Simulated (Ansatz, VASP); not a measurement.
# MgTe in VASP and in Ansatz

The input POSCAR:

```
MgTe
1.0
    4.6691883571      0.0000000000      0.0000000000
   -2.3345941786      4.0436357323      0.0000000000
    0.0000000000      0.0000000000      7.6041910508
Mg Te
2 2
Direct
    0.3333333333      0.6666666667     -0.0006080517
    0.6666666667      0.3333333333      0.4993919483
    0.3333333333      0.6666666667      0.3756080517
    0.6666666667      0.3333333333      0.8756080517
```

INCAR.step1

```
ALGO = Normal
EDIFF = 1E-5
ENCUT = 520
GGA = PE
GGA_COMPAT = False
ISIF = 2
ISMEAR = 0
LASPH = True
LCHARG = False
LREAL = False
LWAVE = True
NBANDS = 16
NELM = 120
PREC = Accurate
SIGMA = 0.01
```

INCAR.step2

```
ALGO = Normal
EDIFF = 1E-6
ENCUT = 520
GGA = PE
GGA_COMPAT = False
HFSCREEN = 0.2079
ISIF = 2
ISMEAR = 0
ISTART = 1
LASPH = True
LCHARG = False
LHFCALC = True
LREAL = False
LWAVE = False
NBANDS = 16
NELM = 120
PREC = Accurate
PRECFOCK = Normal
SIGMA = 0.01
```

Contents of KPOINTS:

```
k-points
0
Gamma
  6 6 2
```

Input for Ansatz:

```yaml
crystal:
  lattice:
    - [4.6691883571, 0.0, 0.0]
    - [-2.3345941786, 4.0436357323, 0.0]
    - [0.0, 0.0, 7.6041910508]
  atoms:
    - { symbol: Mg, position: [0.3333333333, 0.6666666667, -0.0006080517] }
    - { symbol: Mg, position: [0.6666666667, 0.3333333333, 0.4993919483] }
    - { symbol: Te, position: [0.3333333333, 0.6666666667, 0.3756080517] }
    - { symbol: Te, position: [0.6666666667, 0.3333333333, 0.8756080517] }
kpoints:
  mp_grid: { grid: [6, 6, 2] }
  band_path:
    path:
      - [0.0, 0.0, 0.0]
      - [0.5, 0.0, 0.0]
      - [0.3333333333, 0.3333333333, 0.0]
      - [0.0, 0.0, 0.5]
      - [0.5, 0.0, 0.5]
      - [0.3333333333, 0.3333333333, 0.5]
      - [-0.010417, 0.005208, 0.0]
    npoints: 1
hamiltonian:
  xc: hse06
scf:
  occupations: { method: fixed }
  n_extra_bands: 5
output:
  forces: true
  stress: true
  eigenvalues: true
```

Change from the starting cell: hydrostatic strain +2.0%.

Alike in both runs: task single point; functional HSE06; k mesh 6 × 6 × 2; no spin polarisation.

|  | VASP | Ansatz |
| --- | --- | --- |
| version | VASP 6.6.1 | Ansatz 0.2.0 |
| potentials or method | VASP PAW PBE potentials, release 64 (Mg, Te) | plane waves, PAW |
| plane-wave cutoff (eV) | 520 | 420 |
| occupations | gaussian, width 0.01 eV | fixed |
| valence electrons in the cell | 16 | 52 |

|  | VASP | Ansatz | Ansatz less VASP |
| --- | --- | --- | --- |
| gap on the k mesh at the Fermi level (eV) | 2.93 | 3.03 | +0.103 |
| pressure (GPa) | -2.2 | -2.0 | +0.16 |

VASP's potentials hold 16 valence electrons a cell and Ansatz's 52, so a difference there can come from the potentials and not from the codes. Ansatz's warnings: stress exchange threshold loose, stress scf threshold loose.

Spin-orbit coupling is off throughout.
